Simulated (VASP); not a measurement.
Set up this calculation in VASP 6.6.1, as the native input.

```yaml
Task: single point
Functional: LDA
Potentials_or_basis: VASP PAW LDA potentials, release 64 (Ga_d, N)
Cutoff: 600 eV
k_mesh: 8 × 8 × 8
Occupations: gaussian, width 0.01 eV
Spin: no spin polarisation
Dipole_correction: no
Further_INCAR_settings: ALGO = Normal; EDIFF = 1e-06; NBANDS = 16
```

The structure of GaN lies in POSCAR:

```
GaN
1.0
    0.0000000000      2.1085153689      2.1085153689
    2.1085153689      0.0000000000      2.1085153689
    2.1085153689      2.1085153689      0.0000000000
Ga N
1 1
Direct
    0.5000000000      0.5000000000      0.5000000000
    0.0000000000      0.0000000000      0.0000000000
```

The input as run:

INCAR

```
PREC     = Accurate       # precision mode
ENCUT    = 600            # plane-wave cutoff, eV
EDIFF    = 1E-6           # SCF threshold, eV
ISMEAR   = 0              # smearing method
SIGMA    = 0.01           # smearing width, eV
LREAL    = False          # projectors in reciprocal space
LASPH    = True           # aspherical terms in the spheres
NELM     = 120            # most SCF steps
ALGO     = Normal         # electronic algorithm
ISIF     = 2              # what is computed and relaxed
LWAVE    = False          # write WAVECAR
LCHARG   = False          # write CHGCAR
GGA      = CA             # functional
NBANDS   = 16             # bands
GGA_COMPAT= False
```

KPOINTS

```
regular mesh
0
Gamma
  8 8 8
```

Potentials or basis: VASP PAW LDA potentials, release 64 (Ga_d, N).

The run is started by

```console
$ cat potpaw_LDA.64/Ga_d/POTCAR potpaw_LDA.64/N/POTCAR > POTCAR
$ mpirun -np 1 vasp_std > vasp.out
```

It gave:

```
Pressure               : -4.9 GPa
Band gap on the k mesh : 0.47 eV, indirect (least direct gap 2.92 eV)
```

Wall time 4 s on 1 thread of Intel(R) Xeon(R) 6975P-C (Granite Rapids), on a shared host, peak memory 0.13 GiB.
